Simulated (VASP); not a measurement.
Crystal: Ir.

```
CELL_PARAMETERS angstrom
1.79104 1.03405 3.06616
-1.79104 1.03405 3.06616
0.00000 -2.06811 3.06616
ATOMIC_POSITIONS crystal
Ir 0.24479 0.24479 0.24479
Ir 0.75521 0.75521 0.75521
```

| Item | Value |
| --- | --- |
| Program | VASP 6.6.1 |
| Task | relaxation of cell and atoms |
| Functional | PBE |
| Potentials or basis | VASP PAW PBE potentials, release 64 (Ir) |
| Cutoff | 600 eV |
| k mesh | 18 × 18 × 18 |
| Occupations | gaussian, width 0.1 eV |
| Spin | no spin polarisation |

At the start: pressure 0.2 GPa; volume 17.04 Å³/atom.

Q: Where does the relaxation end?

A: Over 8 steps the energy falls by 16.0 meV/atom and the volume is 17.00 Å³/atom (-0.2 %); space group R-3m (No. 166, to 0.1 Å) before, Pm-3m (No. 221, to 0.1 Å).

The path:
```tsv
step	energy change (eV)	largest force (eV/Å)	pressure (GPa)	volume (Å³)
1	0.0000	0.4125	0.25	34.07
2	-0.0194	0.2592	-1.14	34.20
3	-0.0291	0.0307	-2.42	34.35
4	-0.0166	0.1802	5.79	33.26
5	-0.0319	0.0229	-0.07	34.02
6	-0.0319	0.0282	-0.03	34.01
7	-0.0319	0.0115	0.01	34.00
8	-0.0320	0.0011	0.06	34.00
```

Final structure:
```
Ir
1.0
     1.81728    1.04921    2.97154
    -1.81728    1.04921    2.97154
     0.00000   -2.09842    2.97154
Ir
2
Cartesian
  0.0000 0.0000 2.2287
  0.0000 0.0000 6.6859
```
